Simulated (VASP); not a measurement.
# Mg (P6_3/mmc) in VASP: notebook, part 2 of 2

VASP 6.6.1. The steps go on from the part before.

### Step 3. Single point, PBEsol

This run uses another cell than the first one, of 23.24 Å³/atom, 1.033 times its volume.

INCAR reads:

```
ALGO = Normal
EDIFF = 1E-6
ENCUT = 520
GGA = PS
ISIF = 2
ISMEAR = 0
LASPH = T
LCHARG = F
LREAL = F
LWAVE = F
NBANDS = 9
NELM = 100
PREC = Accurate
SIGMA = 0.1
```

KPOINTS reads:

```
k-points
0
Gamma
  6 6 4
```

POSCAR reads:

```
Mg
1.0
    3.2093000000      0.0000000000      0.0000000000
   -1.6046500000      2.7793353300      0.0000000000
    0.0000000000      0.0000000000      5.2103000000
Mg
2
Direct
    0.3333333300      0.6666666700      0.2500000000
    0.6666666700      0.3333333300      0.7500000000
```

Potentials or basis: VASP PAW PBE potentials, release 64 (Mg).

The run is started by

```console
$ cat potpaw_PBE.64/Mg/POTCAR > POTCAR
$ mpirun -np 1 vasp_std > vasp.out
```

It took 10 s on 1 thread of Intel Xeon 8259CL, shared host; peak memory 0.15 GiB.

The run converged. Its results:

| Quantity | Value |
| --- | --- |
| Free energy | -3.3797 eV |
| Pressure | -1.1 GPa |
| Band gap on the k mesh | zero (band 2 reaches 2.85 eV, above the bottom of band 3 at 1.29 eV) |

Stress tensor (GPa, compression positive):
```
-1.17  0.00  0.00
 0.00 -1.17  0.00
 0.00  0.00 -1.06
```

Levels at points of the mesh, in eV from the Fermi level:
```csv
k point,band 1,band 2,band 3,band 4,band 5,band 6
"(0.00, 0.00, 0.00)",-6.74,-1.53,-1.10,10.99,10.99,11.09
"(0.50, 0.00, 0.00)",-1.98,-1.98,2.78,3.15,3.38,3.80
"(0.00, 0.00, 0.50)",-5.36,-5.36,5.13,5.13,11.74,11.74
"(0.50, 0.00, 0.50)",-0.95,-0.95,-0.31,-0.31,8.11,8.11
```

Caveat: the k points lie up to 0.38 Å⁻¹ apart; the PAW data sets were made with another functional, which shifts forces and pressure a little.

### Step 4. Single point, PBEsol

INCAR reads:

```
  ALGO = Normal
  EDIFF = 1E-7
  ENCUT = 520
  GGA = PS
  ISIF = 2
  ISMEAR = 0
  LASPH = T
  LCHARG = F
  LREAL = F
  LWAVE = F
  NBANDS = 9
  NELM = 80
  PREC = Accurate
  SIGMA = 0.1
```

KPOINTS reads:

```
k-points
0
Gamma
  15 15 8
```

POSCAR reads:

```
Mg
1.0
    3.1887541805      0.0000000000      0.0000000000
   -1.5943770902      2.7615421267      0.0000000000
    0.0000000000      0.0000000000      5.1080891058
Mg
2
Direct
    0.3333333333      0.6666666667      0.2500000000
    0.6666666667      0.3333333333      0.7500000000
```

The run is started by

```console
$ cat potpaw_PBE.64/Mg/POTCAR > POTCAR
$ mpirun -np 1 vasp_std > vasp.out
```

Wall time 43 s (1 thread of Intel Xeon 8259CL, shared host); peak memory 0.19 GiB.

Results (log left out):

| Property | Result |
| --- | --- |
| Free energy | -3.4498 eV |
| Pressure | 0.0 GPa |
| Band gap on the k mesh | zero (band 2 reaches 3.60 eV, above the bottom of band 3 at 1.59 eV) |

Levels at points of the mesh, in eV from the Fermi level:
```
           k point  band 1  band 2  band 3  band 4  band 5
(0.00, 0.00, 0.00)   -7.02   -1.65   -1.11   10.90   10.90
(0.00, 0.00, 0.50)   -5.58   -5.58    5.30    5.30   11.67
```

Caveat: the PAW data sets were made with another functional, which shifts forces and pressure a little.

### Step 5. Relaxation of cell and atoms, PBEsol

This run uses another cell than the first one, of 23.24 Å³/atom, 1.033 times its volume.

INCAR reads:

```
PREC = Accurate ; ENCUT = 600
EDIFF = 1E-6 ; ISMEAR = 0
SIGMA = 0.1 ; LREAL = False
LASPH = True ; NELM = 60
ALGO = Normal ; ISIF = 3
LWAVE = False ; LCHARG = False
GGA = PS ; IBRION = 2
NSW = 100 ; EDIFFG = -0.002
```

KPOINTS reads:

```
Automatic mesh
0
Gamma
  15 15 8
```

POSCAR reads:

```
Mg
1.0
    3.2093000000      0.0000000000      0.0000000000
   -1.6046500000      2.7793353300      0.0000000000
    0.0000000000      0.0000000000      5.2103000000
Mg
2
Direct
    0.3333333300      0.6666666700      0.2500000000
    0.6666666700      0.3333333300      0.7500000000
```

Potentials or basis: VASP PAW PBE potentials, release 64 (Mg).

The run is started by

```console
$ cat potpaw_PBE.64/Mg/POTCAR > POTCAR
$ mpirun -np 1 vasp_std > vasp.out
```

OUTCAR:

```text
PREC = Accurate
   ENCUT = 600
   EDIFF = 1E-6
   ISMEAR = 0
   LREAL = False
   LASPH = True
   NELM = 60
   ISIF = 3
   GGA = PS
   IBRION = 2
   NSW = 100
   EDIFFG = -0.002

 ion  position               nearest neighbor table
   1  0.333  0.667  0.250-   2 3.20   2 3.20   2 3.20   2 3.20   2 3.20   2 3.20
   2  0.667  0.333  0.750-   1 3.20   1 3.20   1 3.20   1 3.20   1 3.20   1 3.20

  LATTYP: Found a hexagonal cell.
 ALAT       =     3.2093000000
 C/A-ratio  =     1.6235004518

  Lattice vectors:

 A1 = (   3.2093000000,   0.0000000000,   0.0000000000)
 A2 = (  -1.6046500000,   2.7793353300,   0.0000000000)
 A3 = (   0.0000000000,   0.0000000000,   5.2103000000)

Analysis of symmetry for initial positions (statically):
[... 432 lines left out ...]
  ---------------------------------------------------
  ext. energy  EPLUGINS =         0.00000000
  ---------------------------------------------------
  free energy    TOTEN  =        -3.45002807 eV

  energy without entropy =       -3.44525117  energy(sigma->0) =       -3.44763962

 E-fermi :   2.7005     XC(G=0):  -8.6006

 val. band max:        2.6783724719   @ k =   0.3333   0.1333   0.1250
 cond. band min:       2.7117231486   @ k =   0.2667   0.2667   0.2500
 fundamental gap:      0.0333506767
 Fermi energy:         2.7005420024

 k-point     1 :       0.0000    0.0000    0.0000
  band No.  band energies     occupation
      1      -4.3180      2.00000
      2       1.0549      2.00000
      3       1.5934      2.00000
      4      13.6079      0.00000
      5      13.6079      0.00000
      6      13.7363      0.00000
[... 199 lines left out ...]
 k-point    24 :       0.4000    0.2000    0.0000
  band No.  band energies     occupation
      1       1.0418      2.00000
      2       1.0732      2.00000
      3       4.5799      0.00000
      4       5.9419      0.00000
      5       6.3081      0.00000
      6       6.6204      0.00000

 [... further k-points ...]
[... 5 lines left out ...]
  --------------------------------------------------------------------------------------
  -------------------------------------------------------------------------------------
  Total       -0.0000422     -0.0000422     -0.0000022     -0.0000000      0.0000000      0.0000000
  in kB       -0.0015033     -0.0015033     -0.0000798     -0.0000000      0.0000000      0.0000000
  external PRESSURE =      -0.0010288 kB  Pullay stress =       0.0000000 kB
[... 17 lines left out ...]
  FREE ENERGIE OF THE ION-ELECTRON SYSTEM (eV)
  ---------------------------------------------------
  free  energy   TOTEN  =        -3.4500280705 eV

  energy  without entropy=       -3.4452511720  energy(sigma->0) =       -3.44763962

 reached required accuracy - stopping structural energy minimisation
```

It took 2.9 min on 1 thread of Intel Xeon 8259CL, shared host; peak memory 0.22 GiB.

What came out:

```yaml
Free_energy: -3.4500 eV
Relaxed_volume: 22.47 Å³/atom
Relaxed_cell: a = 3.188 Å, b = 3.188 Å, c = 5.106 Å, α = 90.00°, β = 90.00°, γ = 120.00°
Space_group_after_relaxing_to_0.05_Å: P6_3/mmc (No. 194)
Energy_gained_by_relaxing: 3.4 meV/atom
Ionic_steps: 8
Pressure_after_relaxing: 0.0 GPa
Band_gap_on_the_k_mesh: zero (band 2 reaches 3.60 eV, above the bottom of band 3 at 1.59 eV)
```

The path:
```csv
step,energy change (eV),largest force (eV/Å),pressure (GPa),volume (Å³)
1,0.0000,0.0000,-1.19,46.47
2,-0.0061,0.0000,-0.32,45.33
3,-0.0066,0.0000,0.04,44.89
4,-0.0066,0.0000,0.07,44.86
5,-0.0068,0.0000,0.05,44.89
6,-0.0068,0.0000,0.03,44.91
7,-0.0068,0.0000,0.02,44.92
8,-0.0068,0.0000,0.00,44.95
```

Final structure:
```
Mg
1.0
     3.18808    0.00000    0.00000
    -1.59404    2.76096    0.00000
     0.00000    0.00000    5.10623
Mg
2
Direct
  0.33333 0.66667 0.25000
  0.66667 0.33333 0.75000
```

Caveat: the PAW data sets were made with another functional, which shifts forces and pressure a little.

### Step 6. The runs side by side

```csv
task,cell,k mesh,cutoff (eV),gap on the mesh (eV),pressure (GPa)
single point,"a = 3.189, b = 3.189, c = 5.108 Å, angles 90.0, 90.0, 120.0°, 2 atoms",15 × 15 × 8,520,none,0.0
single point,"a = 3.209, b = 3.209, c = 5.210 Å, angles 90.0, 90.0, 120.0°, 2 atoms",6 × 6 × 4,520,none,-1.1
relaxation of cell and atoms,"relaxed from a = 3.209, b = 3.209, c = 5.210 Å, angles 90.0, 90.0, 120.0°, 2 atoms",15 × 15 × 8,600,none,0.0
```

Alike in all rows: level PBEsol; potentials or basis VASP PAW PBE potentials, release 64 (Mg); no spin polarisation; smearing gaussian 0.1 eV.

Caveats: some runs use coarse meshes; the PAW data sets were made with another functional, which shifts forces and pressure a little.

Total energies depend on the potentials used, so only differences within one code and one set of settings carry meaning.
